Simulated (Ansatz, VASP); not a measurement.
**Two plane-wave programs on Cu**

```
Cu
1.0
     2.56662    0.00000    0.00000
    -1.28331    2.22276    0.00000
     0.00000    0.00000   25.47818
Cu
6
Direct
  0.66667 0.33333 0.29508
  0.33333 0.66667 0.37664
  0.00000 0.00000 0.45870
  0.66667 0.33333 0.54130
  0.33333 0.66667 0.62336
  0.00000 0.00000 0.70492
```

Alike in both runs: functional PBE; k mesh 15 × 15 × 1; occupations gaussian, width 0.1 eV; no spin polarisation.

Ansatz relaxed the structure, and its values are those at the end. VASP's run is a single point on that final structure, the one shown.

|  | VASP | Ansatz |
| --- | --- | --- |
| version | VASP 6.6.1 | Ansatz 0.2.0 |
| potentials or method | VASP PAW PBE potentials, release 64 (Cu), cutoff 520 eV | scalar-relativistic, plane waves, PAW |
| valence electrons in the cell | 66 | 114 |

```csv
,VASP,Ansatz,Ansatz less VASP
gap on the k mesh at the Fermi level (eV),none,none,-
rms of the force components (eV/Å),0.007,0.000,-0.0064
"work function, face that differs most (eV)",4.77,4.80,+0.029
```

A gap of «none» marks a metal or a gap that the smearing closes. VASP's potentials hold 66 valence electrons a cell and Ansatz's 114, so a difference there can come from the potentials and not from the codes. Ansatz's warnings: xc potential rough in thin density.
